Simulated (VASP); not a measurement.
**Rb3H2: single point with PBE**

Rb3H2:

```
Rb H
1.0
     3.79132    2.18892    7.40520
    -3.79132    2.18892    7.40520
     0.00000   -4.37784    7.40520
Rb H
6 4
Cartesian
  -1.3926 -2.1889 9.2565
  2.5920 -0.1116 9.2565
  -1.1993 2.3005 9.2565
  1.3926 2.1889 12.9591
  -2.5920 0.1116 12.9591
  1.1993 -2.3005 12.9591
  0.0000 0.0000 18.5064
  0.0000 0.0000 14.8170
  0.0000 0.0000 3.7092
  0.0000 0.0000 7.3986
```

| Item | Value |
| --- | --- |
| Program | VASP 6.6.1 |
| Task | single point |
| Functional | PBE |
| Potentials or basis | VASP PAW PBE potentials, release 64 (Rb_sv, H) |
| Cutoff | 520 eV |
| k mesh | 6 × 6 × 6 |
| Occupations | gaussian, width 0.1 eV |
| Spin | no spin polarisation |

```json
{"Pressure": "0.0 GPa", "Band gap on the k mesh": "zero (bands 29 and 30 overlap by 0.21 eV)"}
```

Forces in eV/Å, atoms in the order of the input:
```
Rb  -0.002  0.000  0.000
Rb   0.001 -0.002  0.000
Rb   0.001  0.002  0.000
Rb   0.002  0.000  0.000
Rb  -0.001  0.002  0.000
Rb  -0.001 -0.002  0.000
H    0.000  0.000 -0.001
H    0.000  0.000  0.001
H    0.000  0.000  0.001
H    0.000  0.000 -0.001
```

Levels at points of the mesh, in eV from the Fermi level:
| k point | band 27 | band 28 | band 29 | band 30 | band 31 | band 32 |
| --- | --- | --- | --- | --- | --- | --- |
| (0.00, 0.00, 0.00) | -2.45 | -2.38 | 0.10 | 0.33 | 1.04 | 1.58 |
| (0.50, 0.00, 0.00) | -2.53 | -2.53 | -0.02 | -0.02 | 1.34 | 1.34 |
| (0.50, 0.50, 0.00) | -2.65 | -2.62 | -0.24 | 0.20 | 0.46 | 1.42 |
| (0.50, 0.50, 0.50) | -2.47 | -2.47 | 0.09 | 0.09 | 1.46 | 1.46 |

Run time: 5.9 min on 1 thread of Intel(R) Xeon(R) 6975P-C (Granite Rapids), on a shared host, peak memory 0.78 GiB.
